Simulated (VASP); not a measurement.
# AlN (P1) in VASP: notebook, part 2 of 2

VASP 6.6.1. The steps go on from the part before.

## 3. Single point, PBEsol (atoms displaced along several vibrational modes)

File INCAR:

```
PREC = Accurate ; ENCUT = 520
EDIFF = 1E-6 ; ISMEAR = 0
SIGMA = 0.05 ; LREAL = False
LASPH = True ; NELM = 60
ALGO = Normal ; ISIF = 2
LWAVE = False ; LCHARG = False
GGA = PS ; NBANDS = 11
```

File KPOINTS:

```
regular mesh
0
Gamma
  10 10 10
```

File POSCAR:

```
AlN
1.0
    0.0000000000      2.1886566781      2.1886566781
    2.1886566781      0.0000000000      2.1886566781
    2.1886566781      2.1886566781      0.0000000000
Al N
1 1
Direct
   -0.0022533278      0.0067599835      0.0022533278
    0.7543405620      0.7369783140      0.7456594380
```

Potentials or basis: VASP PAW PBE potentials, release 64 (Al, N).

Command:

```bash
$ cat potpaw_PBE.64/Al/POTCAR potpaw_PBE.64/N/POTCAR > POTCAR
$ mpirun -np 1 vasp_std > vasp.out
```

OUTCAR:

```text
PREC = Accurate
   ENCUT = 520
   EDIFF = 1E-6
   ISMEAR = 0
   LREAL = False
   LASPH = True
   NELM = 60
   ISIF = 2
   GGA = PS

 ion  position               nearest neighbor table
   1  0.998  0.007  0.002-   2 1.85   2 1.88   2 1.91   2 1.95
   2  0.754  0.737  0.746-   1 1.85   1 1.88   1 1.91   1 1.95

  LATTYP: Found a face centered cubic cell.
 ALAT       =     4.3773133562

  Lattice vectors:

 A1 = (   0.0000000000,   2.1886566781,   2.1886566781)
 A2 = (   2.1886566781,   0.0000000000,   2.1886566781)
 A3 = (   2.1886566781,   2.1886566781,   0.0000000000)

Analysis of symmetry for initial positions (statically):
=====================================================================
 Subroutine PRICEL returns:
 Original cell was already a primitive cell.

 Routine SETGRP: Setting up the symmetry group for a
 face centered cubic supercell.

 Subroutine GETGRP returns: Found  1 space group operations
 (whereof  1 operations were pure point group operations)
 out of a pool of 48 trial point group operations.

The static configuration has the point symmetry C_1 .

Analysis of symmetry for dynamics (positions and initial velocities):
=====================================================================
 Subroutine PRICEL returns:
 Original cell was already a primitive cell.

 Routine SETGRP: Setting up the symmetry group for a
 face centered cubic supercell.

 Subroutine GETGRP returns: Found  1 space group operations
 (whereof  1 operations were pure point group operations)
 out of a pool of 48 trial point group operations.

The dynamic configuration has the point symmetry C_1 .

 Subroutine INISYM returns: Found  1 space group operations
 (whereof  1 operations are pure point group operations),
 and found     1 'primitive' translations

----------------------------------------------------------------------------------------

                                     Primitive cell

  volume of cell :      20.9683

  direct lattice vectors                    reciprocal lattice vectors
     0.000000000  2.188656678  2.188656678    -0.228450631  0.228450631  0.228450631
     2.188656678  0.000000000  2.188656678     0.228450631 -0.228450631  0.228450631
     2.188656678  2.188656678  0.000000000     0.228450631  0.228450631 -0.228450631

  length of vectors
     3.095227958  3.095227958  3.095227958     0.395688101  0.395688101  0.395688101

  position of ions in fractional coordinates (direct lattice)
     0.997746672  0.006759983  0.002253328
     0.754340562  0.736978314  0.745659438

  ion indices of the primitive-cell ions
   primitive index   ion index
                 1           1
                 2           2

----------------------------------------------------------------------------------------

 KPOINTS: regular mesh

Automatic generation of k-mesh.
 Grid dimensions read from file:
 generate k-points for:   10   10   10

 Generating k-lattice:

  Cartesian coordinates                     Fractional coordinates (reciprocal lattice)
    -0.022845063  0.022845063  0.022845063     0.100000000  0.000000000  0.000000000
     0.022845063 -0.022845063  0.022845063     0.000000000  0.100000000  0.000000000
     0.022845063  0.022845063 -0.022845063     0.000000000  0.000000000  0.100000000

  Length of vectors
     0.039568810  0.039568810  0.039568810

  Shift w.r.t. Gamma in fractional coordinates (k-lattice)
     0.000000000  0.000000000  0.000000000

 Subroutine IBZKPT returns following result:
 ===========================================

 Found    504 irreducible k-points:

 Following reciprocal coordinates:
            Coordinates               Weight
  0.000000  0.000000  0.000000      1.000000
  0.100000  0.000000  0.000000      2.000000
  0.000000  0.100000  0.000000      2.000000
  0.000000  0.000000  0.100000      2.000000
  0.100000  0.100000  0.100000      2.000000
  0.200000  0.000000  0.000000      2.000000
[... 16 lines left out ...]
  0.000000  0.100000  0.100000      2.000000
  0.100000  0.000000  0.100000      2.000000
 [... further k-points ...]
   k-points           NKPTS =    504   k-points in BZ     NKDIM =    504   number of bands    NBANDS=     11
   number of dos      NEDOS =    301   number of ions     NIONS =      2
   total plane-waves  NPLWV =  13824
   dimension x,y,z NGX =    24 NGY =   24 NGZ =   24
   dimension x,y,z NGXF=    48 NGYF=   48 NGZF=   48
   ions per type =               1   1
   NGX,Y,Z   is equivalent  to a cutoff of  12.89, 12.89, 12.89 a.u.
   NGXF,Y,Z  is equivalent  to a cutoff of  25.78, 25.78, 25.78 a.u.
 SYSTEM =  unknown system
   PREC   = accura    normal or accurate (medium, high low for compatibility)
   ISTART =      0    job   : 0-new  1-cont  2-samecut
   ICHARG =      2    charge: 1-file 2-atom 10-const
   ISPIN  =      1    spin polarized calculation?
   LNONCOLLINEAR =      F non collinear calculations
   LSORBIT =      F    spin-orbit coupling
   LASPH  =      T    aspherical Exc in radial PAW
   ENCUT  =  520.0 eV  38.22 Ry    6.18 a.u.   5.76  5.76  5.76*2*pi/ulx,y,z
   NELM   =     60;   NELMIN=  2; NELMDL= -5     # of ELM steps
   EDIFF  = 0.1E-05   stopping-criterion for ELM
   LREAL  =      F    real-space projection
   EDIFFG = 0.1E-04   stopping-criterion for IOM
   NSW    =      0    number of steps for IOM
   IBRION =     -1    ionic relax: 0-MD 1-quasi-New 2-CG
   NFREE  =      0    steps in history (QN), initial steepest desc. (CG)
   ISIF   =      2    stress and relaxation
   ISYM   =      2    0-nonsym 1-usesym 2-fastsym
   POTIM  = 0.5000    time-step for ionic-motion
   TEBEG  =    0.0;   TEEND  =   0.0 temperature during run
   PSTRESS=    0.0 pullay stress
   NELECT =       8.0000    total number of electrons
   NUPDOWN=      -1.0000    fix difference up-down
   EMIN   =  10.00;   EMAX   =-10.00  energy-range for DOS
   EFERMI =   0.00;   METHOD = LEGACY
   ISMEAR =     0;   SIGMA  =   0.05  broadening in eV -4-tet -1-fermi 0-gaus
   EFERMI_NEDOS =   21; number of points for ismear=-14 and -15
   IALGO  =     38    algorithm
   IMIX   =      4    mixing-type and parameters
     AMIX     =   0.40;   BMIX     =  1.00
     AMIX_MAG =   1.60;   BMIX_MAG =  1.00
  volume/ion in A,a.u.               =      10.48        70.75
  Fermi-wavevector in a.u.,A,eV,Ry     =   1.187364  2.243792 19.181944  1.409833
  Thomas-Fermi vector in A             =   2.323517
   LORBIT       =      0    0 simple, 1 ext, 2 COOP (PROOUT), +10 PAW based schemes
   GGA     = PS    functional components
   LHFCALC =     F    Hartree Fock is set to
   AEXX    =    0.0000 exact exchange contribution
   IVDW    =     0    specifies the selected vdW correction
   LEPSILON=     F    determine dielectric tensor
   LRPA    =     F    only Hartree local field effects (RPA)
 non-spin polarized calculation
 Gauss-broadening in eV      SIGMA  =   0.05
  energy-cutoff  :      520.00
  volume of cell :       20.97
 maximum number of plane-waves:       588
   NGX = 11   NGY = 11   NGZ = 11

 number of electron       8.0000000 magnetization

 Free energy of the ion-electron system (eV)
  ---------------------------------------------------
  ext. energy  EPLUGINS =         0.00000000
  ---------------------------------------------------
  free energy    TOTEN  =       -15.58132437 eV

  energy without entropy =      -15.58132437  energy(sigma->0) =      -15.58132437

 E-fermi :   6.2516     XC(G=0): -11.1007

 val. band max:        5.9830885138   @ k =   0.0000   0.0000   0.0000
 cond. band min:       8.9977683053   @ k =   0.5000   0.0000   0.5000
 fundamental gap:      3.0146797914
 Fermi energy:         6.2516127847

 k-point     1 :       0.0000    0.0000    0.0000
  band No.  band energies     occupation
      1      -9.1046      2.00000
      2       5.6447      2.00000
      3       5.8180      2.00000
      4       5.9831      2.00000
      5       9.8850      0.00000
      6      18.2055      0.00000
      7      18.2237      0.00000
      8      18.2480      0.00000
      9      23.3208      0.00000
     10      23.3439      0.00000
     11      24.4544      0.00000
[... 309 lines left out ...]
 k-point    24 :       0.1000    0.0000    0.1000
  band No.  band energies     occupation
      1      -8.9090      2.00000
      2       4.9712      2.00000
      3       5.6107      2.00000
      4       5.6482      2.00000
      5      10.7481      0.00000
      6      17.5698      0.00000
      7      18.4980      0.00000
      8      18.5447      0.00000
      9      20.3073      0.00000
     10      23.6411      0.00000
     11      25.2939      0.00000

 [... further k-points ...]
[... 5 lines left out ...]
  --------------------------------------------------------------------------------------
  -------------------------------------------------------------------------------------
  Total        0.0207646      0.1048986      0.0834916     -0.2652522     -0.5263243      0.0633853
  in kB        1.5866136      8.0152530      6.3795573    -20.2678037    -40.2162084      4.8432403
  external PRESSURE =       5.3271413 kB  Pullay stress =       0.0000000 kB

 VOLUME and BASIS-vectors are now :
 -----------------------------------------------------------------------------
  energy-cutoff  :      520.00
  volume of cell :       20.97
      direct lattice vectors                 reciprocal lattice vectors
     0.000000000  2.188656678  2.188656678    -0.228450631  0.228450631  0.228450631
     2.188656678  0.000000000  2.188656678     0.228450631 -0.228450631  0.228450631
     2.188656678  2.188656678  0.000000000     0.228450631  0.228450631 -0.228450631

 POSITION                                       TOTAL-FORCE (eV/Angst)
 -----------------------------------------------------------------------------------
      0.01973      2.18866      2.19852        -0.831924      0.101285     -0.421678
      3.24499      3.28299      3.26399         0.831924     -0.101285      0.421678
 -----------------------------------------------------------------------------------
    total drift:                               -0.000007      0.000029     -0.000081

  FREE ENERGIE OF THE ION-ELECTRON SYSTEM (eV)
  ---------------------------------------------------
  free  energy   TOTEN  =       -15.5813243660 eV

  energy  without entropy=      -15.5813243660  energy(sigma->0) =      -15.58132437
```

Wall time 2.9 min (1 thread of AMD EPYC 7R13, shared host); peak memory 0.2 GiB.

What came out:

| Item | Value |
| --- | --- |
| Free energy | -15.5813 eV |
| Pressure | 0.5 GPa |
| Largest force | 0.938 eV/Å |
| Band gap on the k mesh | 3.01 eV (least direct gap 3.90 eV) |

Forces on the atoms (eV/Å):
```
Al  -0.832  0.101 -0.422
N    0.832 -0.101  0.422
```

Stress tensor (GPa, compression positive):
```
 0.16 -2.03  0.48
-2.03  0.80 -4.02
 0.48 -4.02  0.64
```

Levels at points of the mesh, in eV from the valence-band top:
```csv
k point,band 1,band 2,band 3,band 4,band 5,band 6,band 7,band 8
"(0.00, 0.00, 0.00)",-15.09,-0.34,-0.17,0.00,3.90,12.22,12.24,12.26
"(0.50, 0.00, 0.00)",-13.03,-6.03,-0.79,-0.55,7.06,9.56,10.74,10.91
"(0.00, 0.50, 0.00)",-13.01,-6.12,-0.65,-0.50,7.00,9.49,10.81,10.93
"(0.00, 0.00, 0.50)",-13.02,-6.07,-0.74,-0.51,7.03,9.53,10.75,10.94
"(0.50, 0.50, 0.50)",-13.04,-5.98,-0.80,-0.64,7.10,9.59,10.74,10.86
"(0.50, 0.50, 0.00)",-12.38,-5.09,-2.00,-1.89,3.02,8.26,13.59,15.38
"(0.00, 0.50, 0.50)",-12.38,-5.09,-2.06,-1.84,3.02,8.28,13.59,15.35
"(0.50, 0.00, 0.50)",-12.38,-5.10,-1.95,-1.94,3.01,8.25,13.59,15.39
```

Caveat: the cell differs from its parent crystal (atoms displaced along several vibrational modes); the PAW data sets were made with another functional, which shifts forces and pressure a little. A k mesh can miss the band edges.
